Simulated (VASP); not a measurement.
# KTaO3 (R-3m) in VASP: single point with LDA

Aim: the single point of KTaO3 with LDA.

Everything below comes from runs of VASP 6.6.1. Logs are shortened: lines on timing, memory, paths and dates and some standing lists are left out, and cuts for length are marked.

### 1 The cell of the first run

It takes space group R-3m (No. 166, trigonal). The conventional cell has a = 5.497 Å, b = 5.497 Å, c = 7.272 Å, α = 90.00°, β = 90.00°, γ = 120.00°. Within 3.6 Å of K (site symmetry -3m) lie 12 O at 2.75 to 2.90 Å and 6 Ta at 3.40 Å. Ta (site symmetry -3m) has 6 O at 2.00 Å within 2.6 Å. Within 2.6 Å of O (site symmetry 2/m) lie 2 Ta at 2.00 Å.

### 2 Single point, LDA

Input file INCAR:

```
ALGO = Normal
EDIFF = 1E-6
ENCUT = 600
GGA_COMPAT = F
ISIF = 2
ISMEAR = 0
LASPH = T
LCHARG = F
LREAL = F
LWAVE = F
NBANDS = 27
NELM = 120
PREC = Accurate
SIGMA = 0.05
```

Input file KPOINTS:

```
k-points
0
Gamma
  8 8 8
```

Input file POSCAR:

```
KTaO3
1.0
    3.9909476257      0.1036609773      0.1036609773
    0.1036609773      3.9909476257      0.1036609773
    0.1036609773      0.1036609773      3.9909476257
K Ta O
1 1 3
Direct
    0.5000000000      0.5000000000      0.5000000000
    0.0000000000      0.0000000000      0.0000000000
    0.5000000000      0.0000000000      0.0000000000
    0.0000000000      0.5000000000      0.0000000000
    0.0000000000      0.0000000000      0.5000000000
```

Potentials or basis: VASP PAW LDA potentials, release 64 (K_sv, Ta_pv, O).

Command:

```console
> cat potpaw_LDA.64/K_sv/POTCAR potpaw_LDA.64/Ta_pv/POTCAR potpaw_LDA.64/O/POTCAR > POTCAR
> mpirun -np 1 vasp_std > vasp.out
```

OUTCAR:

```text
EDIFF = 1E-6
   ENCUT = 600
   ISIF = 2
   ISMEAR = 0
   LASPH = T
   LREAL = F
   NELM = 120
   PREC = Accurate

 ion  position               nearest neighbor table
   1  0.500  0.500  0.500-   3 2.75   4 2.75   3 2.75   5 2.75   4 2.75   5 2.75   2 3.40   2 3.40
                             2 3.40   2 3.40   2 3.40   2 3.40   2 3.64   2 3.64
   2  0.000  0.000  0.000-   3 2.00   4 2.00   5 2.00   5 2.00   4 2.00   3 2.00   1 3.40   1 3.40
                             1 3.40   1 3.40   1 3.40   1 3.40   1 3.64   1 3.64
   3  0.500  0.000  0.000-   2 2.00   2 2.00   1 2.75   1 2.75
   4  0.000  0.500  0.000-   2 2.00   2 2.00   1 2.75   1 2.75
   5  0.000  0.000  0.500-   2 2.00   2 2.00   1 2.75   1 2.75

  LATTYP: Found a trigonal (rhomboedric) cell.
 ALAT       =     3.9936392110
 COS(alpha) =     0.0525517938

  Lattice vectors:

 A1 = (   3.9909476257,   0.1036609773,   0.1036609773)
 A2 = (   0.1036609773,   3.9909476257,   0.1036609773)
 A3 = (   0.1036609773,   0.1036609773,   3.9909476257)

Analysis of symmetry for initial positions (statically):
=====================================================================
 Subroutine PRICEL returns:
 Original cell was already a primitive cell.

 Routine SETGRP: Setting up the symmetry group for a
 trigonal (rhombohedral) supercell.

 Subroutine GETGRP returns: Found 12 space group operations
 (whereof 12 operations were pure point group operations)
 out of a pool of 12 trial point group operations.

The static configuration has the point symmetry D_3d.

Analysis of symmetry for dynamics (positions and initial velocities):
=====================================================================
 Subroutine PRICEL returns:
 Original cell was already a primitive cell.

 Routine SETGRP: Setting up the symmetry group for a
 trigonal (rhombohedral) supercell.

 Subroutine GETGRP returns: Found 12 space group operations
 (whereof 12 operations were pure point group operations)
 out of a pool of 12 trial point group operations.

The dynamic configuration has the point symmetry D_3d.

 Subroutine INISYM returns: Found 12 space group operations
 (whereof 12 operations are pure point group operations),
 and found     1 'primitive' translations

----------------------------------------------------------------------------------------

                                     Primitive cell

  volume of cell :      63.4400

  direct lattice vectors                    reciprocal lattice vectors
     3.990947626  0.103660977  0.103660977     0.250897022 -0.006351823 -0.006351823
     0.103660977  3.990947626  0.103660977    -0.006351823  0.250897022 -0.006351823
     0.103660977  0.103660977  3.990947626    -0.006351823 -0.006351823  0.250897022

  length of vectors
     3.993639211  3.993639211  3.993639211     0.251057776  0.251057776  0.251057776

  position of ions in fractional coordinates (direct lattice)
     0.500000000  0.500000000  0.500000000
     0.000000000  0.000000000  0.000000000
     0.500000000  1.000000000  1.000000000
     1.000000000  0.500000000  1.000000000
     1.000000000  1.000000000  0.500000000

  ion indices of the primitive-cell ions
   primitive index   ion index
                 1           1
                 2           2
                 3           3
                 4           4
                 5           5

----------------------------------------------------------------------------------------

 KPOINTS: k-points

Automatic generation of k-mesh.
 Grid dimensions read from file:
 generate k-points for:    8    8    8

 Generating k-lattice:

  Cartesian coordinates                     Fractional coordinates (reciprocal lattice)
     0.031362128 -0.000793978 -0.000793978     0.125000000 -0.000000000 -0.000000000
    -0.000793978  0.031362128 -0.000793978    -0.000000000  0.125000000 -0.000000000
    -0.000793978 -0.000793978  0.031362128    -0.000000000 -0.000000000  0.125000000

  Length of vectors
     0.031382222  0.031382222  0.031382222

  Shift w.r.t. Gamma in fractional coordinates (k-lattice)
     0.000000000  0.000000000  0.000000000

 Subroutine IBZKPT returns following result:
 ===========================================

 Found     65 irreducible k-points:

 Following reciprocal coordinates:
            Coordinates               Weight
  0.000000  0.000000  0.000000      1.000000
  0.125000  0.000000  0.000000      6.000000
  0.250000  0.000000  0.000000      6.000000
  0.375000  0.000000  0.000000      6.000000
  0.500000  0.000000  0.000000      3.000000
  0.125000  0.125000  0.000000      6.000000
[... 16 lines left out ...]
  0.250000  0.125000  0.125000      6.000000
  0.375000  0.125000  0.125000      6.000000
 [... further k-points ...]
   k-points           NKPTS =     65   k-points in BZ     NKDIM =     65   number of bands    NBANDS=     27
   number of dos      NEDOS =    301   number of ions     NIONS =      5
   total plane-waves  NPLWV =  32768
   dimension x,y,z NGX =    32 NGY =   32 NGZ =   32
   dimension x,y,z NGXF=    64 NGYF=   64 NGZF=   64
   ions per type =               1   1   3
   NGX,Y,Z   is equivalent  to a cutoff of  13.32, 13.32, 13.32 a.u.
   NGXF,Y,Z  is equivalent  to a cutoff of  26.64, 26.64, 26.64 a.u.
 SYSTEM =  unknown system
   PREC   = accura    normal or accurate (medium, high low for compatibility)
   ISTART =      0    job   : 0-new  1-cont  2-samecut
   ICHARG =      2    charge: 1-file 2-atom 10-const
   ISPIN  =      1    spin polarized calculation?
   LNONCOLLINEAR =      F non collinear calculations
   LSORBIT =      F    spin-orbit coupling
   LASPH  =      T    aspherical Exc in radial PAW
   ENCUT  =  600.0 eV  44.10 Ry    6.64 a.u.   7.98  7.98  7.98*2*pi/ulx,y,z
   NELM   =    120;   NELMIN=  2; NELMDL= -5     # of ELM steps
   EDIFF  = 0.1E-05   stopping-criterion for ELM
   LREAL  =      F    real-space projection
   EDIFFG = 0.1E-04   stopping-criterion for IOM
   NSW    =      0    number of steps for IOM
   IBRION =     -1    ionic relax: 0-MD 1-quasi-New 2-CG
   NFREE  =      0    steps in history (QN), initial steepest desc. (CG)
   ISIF   =      2    stress and relaxation
   ISYM   =      2    0-nonsym 1-usesym 2-fastsym
   POTIM  = 0.5000    time-step for ionic-motion
   TEBEG  =    0.0;   TEEND  =   0.0 temperature during run
   PSTRESS=    0.0 pullay stress
   NELECT =      38.0000    total number of electrons
   NUPDOWN=      -1.0000    fix difference up-down
   EMIN   =  10.00;   EMAX   =-10.00  energy-range for DOS
   EFERMI =   0.00;   METHOD = LEGACY
   ISMEAR =     0;   SIGMA  =   0.05  broadening in eV -4-tet -1-fermi 0-gaus
   EFERMI_NEDOS =   21; number of points for ismear=-14 and -15
   IALGO  =     38    algorithm
   IMIX   =      4    mixing-type and parameters
     AMIX     =   0.40;   BMIX     =  1.00
     AMIX_MAG =   1.60;   BMIX_MAG =  1.00
  volume/ion in A,a.u.               =      12.69        85.62
  Fermi-wavevector in a.u.,A,eV,Ry     =   1.380008  2.607837 25.911228  1.904422
  Thomas-Fermi vector in A             =   2.504925
   LORBIT       =      0    0 simple, 1 ext, 2 COOP (PROOUT), +10 PAW based schemes
   GGA     = CA    functional components
   LHFCALC =     F    Hartree Fock is set to
   AEXX    =    0.0000 exact exchange contribution
   IVDW    =     0    specifies the selected vdW correction
   LEPSILON=     F    determine dielectric tensor
   LRPA    =     F    only Hartree local field effects (RPA)
 non-spin polarized calculation
 Gauss-broadening in eV      SIGMA  =   0.05
  energy-cutoff  :      600.00
  volume of cell :       63.44
 maximum number of plane-waves:      2137
   NGX = 15   NGY = 15   NGZ = 15

 number of electron      37.9999983 magnetization

 Free energy of the ion-electron system (eV)
  ---------------------------------------------------
  ext. energy  EPLUGINS =         0.00000000
  ---------------------------------------------------
  free energy    TOTEN  =       -44.89459900 eV

  energy without entropy =      -44.89459900  energy(sigma->0) =      -44.89459900

 E-fermi :   1.8627     XC(G=0): -11.4285

 val. band max:        1.5870911130   @ k =   0.5000   0.5000   0.5000
 cond. band min:       3.4382541087   @ k =   0.0000   0.0000   0.0000
 fundamental gap:      1.8511629957
 Fermi energy:         1.8626945376

 k-point     1 :       0.0000    0.0000    0.0000
  band No.  band energies     occupation
      1     -32.4234      2.00000
      2     -32.4234      2.00000
      3     -32.3654      2.00000
      4     -25.3555      2.00000
      5     -15.7271      2.00000
      6     -14.9657      2.00000
[... 19 lines left out ...]
     26       9.3344      0.00000
     27       9.3344      0.00000

 k-point     2 :       0.1250    0.0000    0.0000
  band No.  band energies     occupation
      1     -32.4323      2.00000
      2     -32.4229      2.00000
      3     -32.3692      2.00000
      4     -25.3508      2.00000
      5     -15.6813      2.00000
      6     -14.9625      2.00000
[... 19 lines left out ...]
     26       9.5330      0.00000
     27       9.5727      0.00000

 k-point     3 :       0.2500    0.0000    0.0000
  band No.  band energies     occupation
      1     -32.4577      2.00000
      2     -32.4216      2.00000
      3     -32.3742      2.00000
      4     -25.3396      2.00000
      5     -15.6266      2.00000
      6     -14.9547      2.00000
[... 19 lines left out ...]
     26      10.0200      0.00000
     27      10.4916      0.00000

 k-point     4 :       0.3750    0.0000    0.0000
  band No.  band energies     occupation
      1     -32.4859      2.00000
      2     -32.4203      2.00000
      3     -32.3761      2.00000
      4     -25.3284      2.00000
      5     -15.6213      2.00000
      6     -14.9469      2.00000
[... 19 lines left out ...]
     26      10.4994      0.00000
     27      11.7543      0.00000
[... 516 lines left out ...]
      4     -25.3439      2.00000
      5     -15.5544      2.00000
      6     -14.8403      2.00000
[... 19 lines left out ...]
     26       9.8946      0.00000
     27       9.8946      0.00000

 k-point    23 :       0.2500    0.1250    0.1250
  band No.  band energies     occupation
      1     -32.4576      2.00000
      2     -32.4332      2.00000
      3     -32.3864      2.00000
      4     -25.3344      2.00000
      5     -15.4554      2.00000
      6     -14.8285      2.00000
[... 19 lines left out ...]
     26      10.3157      0.00000
     27      10.7535      0.00000

 k-point    24 :       0.3750    0.1250    0.1250
  band No.  band energies     occupation
      1     -32.4850      2.00000
      2     -32.4319      2.00000
      3     -32.3889      2.00000
      4     -25.3243      2.00000
      5     -15.4279      2.00000
      6     -14.8191      2.00000
[... 19 lines left out ...]
     26      10.7977      0.00000
     27      11.9541      0.00000

 [... further k-points ...]

------------------------ aborting loop because EDIFF is reached ----------------------------------------

  FORCE on cell =-STRESS in cart. coord.  units (eV):
  Direction    XX          YY          ZZ          XY          YZ          ZX
  --------------------------------------------------------------------------------------
  -------------------------------------------------------------------------------------
  Total       -1.8646319     -1.8646319     -1.8646319     -2.0255594     -2.0255594     -2.0255594
  in kB      -47.0912528    -47.0912528    -47.0912528    -51.1554736    -51.1554736    -51.1554736
  external PRESSURE =     -47.0912528 kB  Pullay stress =       0.0000000 kB

 VOLUME and BASIS-vectors are now :
 -----------------------------------------------------------------------------
  energy-cutoff  :      600.00
  volume of cell :       63.44
      direct lattice vectors                 reciprocal lattice vectors
     3.990947626  0.103660977  0.103660977     0.250897022 -0.006351823 -0.006351823
     0.103660977  3.990947626  0.103660977    -0.006351823  0.250897022 -0.006351823
     0.103660977  0.103660977  3.990947626    -0.006351823 -0.006351823  0.250897022

 POSITION                                       TOTAL-FORCE (eV/Angst)
 -----------------------------------------------------------------------------------
      2.09913      2.09913      2.09913        -0.000000     -0.000000     -0.000000
      0.00000      0.00000      0.00000         0.000000      0.000000     -0.000000
      1.99547      0.05183      0.05183         0.000000     -0.000000      0.000000
      0.05183      1.99547      0.05183        -0.000000      0.000000     -0.000000
      0.05183      0.05183      1.99547         0.000000     -0.000000      0.000000
 -----------------------------------------------------------------------------------
    total drift:                                0.000000      0.000000     -0.000000

  FREE ENERGIE OF THE ION-ELECTRON SYSTEM (eV)
  ---------------------------------------------------
  free  energy   TOTEN  =       -44.8945990049 eV

  energy  without entropy=      -44.8945990049  energy(sigma->0) =      -44.89459900
```

It took 80 s on 1 thread of Intel Xeon 6975P-C, shared host; peak memory 0.25 GiB.

What came out:

| Item | Value |
| --- | --- |
| Free energy | -44.8946 eV |
| Pressure | -4.7 GPa |
| Band gap on the k mesh | 1.85 eV, indirect (least direct gap 2.36 eV) |

Stress tensor (GPa, compression positive):
```
-4.71 -5.12 -5.12
-5.12 -4.71 -5.12
-5.12 -5.12 -4.71
```

Caveat: spin-orbit coupling is left out, which moves the levels of the heavy elements. A k mesh can miss the band edges.
